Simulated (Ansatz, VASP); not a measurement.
# HfO2 in VASP and in Ansatz

```
CELL_PARAMETERS angstrom
4.96273 0.00000 0.00000
0.00000 4.96273 0.00000
0.00000 0.00000 3.29196
ATOMIC_POSITIONS crystal
Hf 0.00000 0.00000 0.97909
Hf 0.50000 0.50000 0.52091
O 0.19482 0.80518 0.49329
O 0.30518 0.30518 0.00671
O 0.69482 0.69482 0.00671
O 0.80518 0.19482 0.49329
```

Change from the starting cell: mode 4 frozen in at -0.068 Å, equal normal strain along x, y and z +0.0167.

Alike in both runs: task single point; functional PBE; k mesh 6 × 6 × 8; occupations gaussian, width 0.05 eV; no spin polarisation.

|  | VASP | Ansatz |
| --- | --- | --- |
| version | VASP 6.6.1 | Ansatz 0.2.0 |
| potentials or method | VASP PAW PBE potentials, release 64 (Hf_pv, O), cutoff 520 eV | scalar-relativistic, plane waves, PAW |
| valence electrons in the cell | 44 | 76 |

```tsv
	VASP	Ansatz	Ansatz less VASP
gap on the k mesh at the Fermi level (eV)	3.68	3.74	+0.061
least direct gap on the mesh (eV)	3.68	3.74	+0.061
pressure (GPa)	-12.0	-9.4	+2.54
traceless stress, the component that is largest in VASP (GPa)	-2.12	-1.66	+0.464
rms of the force components (eV/Å)	0.126	0.111	-0.0144
```

Atom by atom the forces differ by 0.024 eV/Å (rms over components). The functional is the same, so the differences come from potentials, cutoffs and numerics. VASP's potentials hold 44 valence electrons a cell and Ansatz's 76, so a difference there can come from the potentials and not from the codes.

Neither program's run includes spin-orbit coupling.
